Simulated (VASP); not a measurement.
Write the native input for VASP 6.6.1 that does the following.

```yaml
Task: single point
Functional: PBE
Potentials_or_basis: VASP PAW PBE potentials, release 64 (B, As)
Cutoff: 520 eV
k_mesh: 10 × 10 × 10
Occupations: gaussian, width 0.05 eV
Spin: no spin polarisation
Dipole_correction: no
Further_INCAR_settings: ALGO = Normal; EDIFF = 1e-07; NBANDS = 11
```

The structure of BAs lies in POSCAR:

```
BAs
1.0
    0.0000000000      2.3803670495      2.4044111611
    2.4044111611      0.0000000000      2.4044111611
    2.4044111611      2.3803670495      0.0000000000
B As
1 1
Direct
    0.0000000000      0.0000000000      0.0000000000
    0.7500000000      0.7500000000      0.7500000000
```

This cell differs from its parent crystal: strain -0.0100 x Voigt [0, 1, 0, 0, 0, 0].

One way to write it, as run:

INCAR

```
SYSTEM = BAs
ALGO = Normal ; EDIFF = 1E-7
ENCUT = 520 ; GGA = PE
ISIF = 2 ; ISMEAR = 0
LASPH = .TRUE. ; LCHARG = .FALSE.
LREAL = .FALSE. ; LWAVE = .FALSE.
NBANDS = 11 ; NELM = 80
PREC = Accurate ; SIGMA = 0.05
```

KPOINTS

```
k-points
0
G
  10 10 10
  0 0 0
```

Potentials or basis: VASP PAW PBE potentials, release 64 (B, As).

The run is started by

```sh
$ cat potpaw_PBE.64/B/POTCAR potpaw_PBE.64/As/POTCAR > POTCAR
$ mpirun -np 1 vasp_std > vasp.out
```

Results of the run:

* Pressure: 2.0 GPa
* Band gap on the k mesh: 1.04 eV, indirect (least direct gap 3.16 eV)

Caveat: the cell differs from its parent crystal (strain -0.0100 x Voigt [0, 1, 0, 0, 0, 0]).

Wall time 22 s on 1 thread of Intel(R) Xeon(R) Platinum 8559C (Emerald Rapids) (shared host), peak memory 0.18 GiB.
